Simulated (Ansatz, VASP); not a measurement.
# CaSe in VASP and in Ansatz

```
Ca Se
1.0
     0.00000    2.96754    2.96754
     2.96754    0.00000    2.96754
     2.96754    2.96754    0.00000
Ca Se
1 1
Direct
  0.00000 0.00000 0.00000
  0.50000 0.50000 0.50000
```

Alike in both runs: task single point; functional PBE-based screened hybrid; k mesh 4 × 4 × 4; no spin polarisation.

```csv
,VASP,Ansatz
version,VASP 6.6.1,Ansatz 0.2.0
potentials or method,"VASP PAW PBE potentials, release 64 (Ca_sv, Se)",plane waves
plane-wave cutoff (eV),520,420
occupations,"gaussian, width 0.01 eV",fixed
valence electrons in the cell,16,26
```

|  | VASP | Ansatz | Ansatz less VASP |
| --- | --- | --- | --- |
| gap on the k mesh at the Fermi level (eV) | 2.19 | 2.20 | +0.006 |
| pressure (GPa) | 0.8 | 0.6 | -0.15 |

VASP's potentials were made for PBE, not for PBE-based screened hybrid. VASP's potentials hold 16 valence electrons a cell and Ansatz's 26, so a difference there can come from the potentials and not from the codes. Ansatz's warnings: stress exchange threshold loose, stress scf threshold loose.

The k mesh is coarse, so the values compare programs but aren't converged.
